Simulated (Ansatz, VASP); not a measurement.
BaS: VASP beside Ansatz

```
Ba S
1.0
     3.85364    0.00000    0.00000
     0.00000    3.85364    0.00000
     0.00000    0.00000    3.83209
Ba S
1 1
Direct
  0.00000 0.00000 0.76671
  0.50000 0.50000 0.26769
```

Alike in both runs: functional PBE; k mesh 3 × 3 × 4; occupations gaussian, width 0.15 eV; no spin polarisation.

Ansatz relaxed the structure, and its values are those at the end. VASP's run is a single point on that final structure, the one shown.

|  | VASP | Ansatz |
| --- | --- | --- |
| version | VASP 6.6.1 | Ansatz 0.2.0 |
| potentials or method | VASP PAW PBE potentials, release 64 (Ba_sv, S), cutoff 500 eV | scalar-relativistic, plane waves, PAW |
| valence electrons in the cell | 16 | 16 |

|  | VASP | Ansatz | Ansatz less VASP |
| --- | --- | --- | --- |
| gap on the k mesh at the Fermi level (eV) | 1.51 | 1.61 | +0.094 |
| least direct gap on the mesh (eV) | 1.51 | 1.61 | +0.094 |
| pressure (GPa) | 0.8 | -0.1 | -0.87 |

The k mesh is coarse, so the values compare programs but aren't converged. Spin-orbit coupling is off throughout.
